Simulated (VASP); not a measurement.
The system is ZrS.

```
Zr S
1.0
     0.00000    2.62500    2.62500
     2.62500    0.00000    2.62500
     2.62500    2.62500    0.00000
Zr S
1 1
Direct
  0.00000 0.00000 0.00000
  0.50000 0.50000 0.50000
```

| Quantity | Value |
| --- | --- |
| Program | VASP 6.6.1 |
| Task | relaxation of cell and atoms |
| Functional | PBEsol |
| Potentials or basis | VASP PAW PBE potentials, release 64 (Zr_sv, S) |
| Cutoff | 600 eV |
| k mesh | 2 × 2 × 2 |
| Occupations | gaussian, width 0.1 eV |
| Spin | no spin polarisation |

At the start: pressure -7.2 GPa; volume 18.09 Å³/atom.

Problem. How do energy, volume and symmetry change on relaxing?

Solution. Over 4 steps the energy falls by 20.3 meV/atom and the volume is 17.22 Å³/atom (-4.8 %); space group Fm-3m (No. 225, to 0.05 Å).

The path:
```
step  energy change (eV)  largest force (eV/Å)  pressure (GPa)  volume (Å³)
   1              0.0000                0.0000           -7.15        36.18
   2              0.0514                0.0000           13.46        32.11
   3             -0.0405                0.0000           -0.14        34.48
   4             -0.0405                0.0000            0.01        34.44
```

Final structure:
```cif
data_structure
_symmetry_space_group_name_H-M 'P 1'
_symmetry_Int_Tables_number 1
_cell_length_a 3.6520
_cell_length_b 3.6520
_cell_length_c 3.6520
_cell_angle_alpha 60.000
_cell_angle_beta 60.000
_cell_angle_gamma 60.000
_cell_volume 34.44
loop_
_atom_site_label
_atom_site_type_symbol
_atom_site_fract_x
_atom_site_fract_y
_atom_site_fract_z
_atom_site_occupancy
Zr1 Zr 0.00000 0.00000 0.00000 1
S1 S 0.50000 0.50000 0.50000 1
```

Caveat: the k points lie up to 1.05 Å⁻¹ apart in the final cell; the PAW data sets were made with another functional, which shifts forces and pressure a little.
